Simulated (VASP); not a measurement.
Input of a VASP 6.6.1 run:

File INCAR:

```
PREC = Accurate
ENCUT = 520
EDIFF = 1E-6
ISMEAR = -1
SIGMA = 0.05
LREAL = F
LASPH = T
NELM = 100
ALGO = Normal
ISIF = 2
LWAVE = F
LCHARG = F
GGA = B5
ALDAX = 1.0
AGGAX = 1.0
AGGAC = 1.0
ALDAC = 0.0
NBANDS = 21
```

KPOINTS

```
Automatic mesh
0
Gamma
  9 9 5
  0.5 0.5 0.5
```

File POSCAR:

```
Ge
1.0
    1.4880500000     -2.5946900000      0.0000000000
    1.4880500000      2.5946900000      0.0000000000
    0.0000000000      0.0000000000      4.7276000000
Ge
2
Direct
    0.6665500000      0.3334500000      0.2500000000
    0.3334500000      0.6665500000      0.7500000000
```

Potentials or basis: VASP PAW PBE potentials, release 64 (Ge_d).

The run is started by

```sh
$ cat potpaw_PBE.64/Ge_d/POTCAR > POTCAR
$ mpirun -np 1 vasp_std > vasp.out
```

Q: Estimate the pressure.

A: 11.5 GPa.

Q: What does it give for the largest force?

A: 0.016 eV/Å.

Q: Predict the band gap on the k mesh.

A: Zero (band 14 reaches 13.26 eV, above the bottom of band 15 at 5.35 eV).

Stress tensor (GPa, compression positive):
```
 9.80  0.00  0.00
 0.00 12.22  0.00
 0.00  0.00 12.35
```

Caveat: the PAW data sets were made with another functional, which shifts forces and pressure a little.
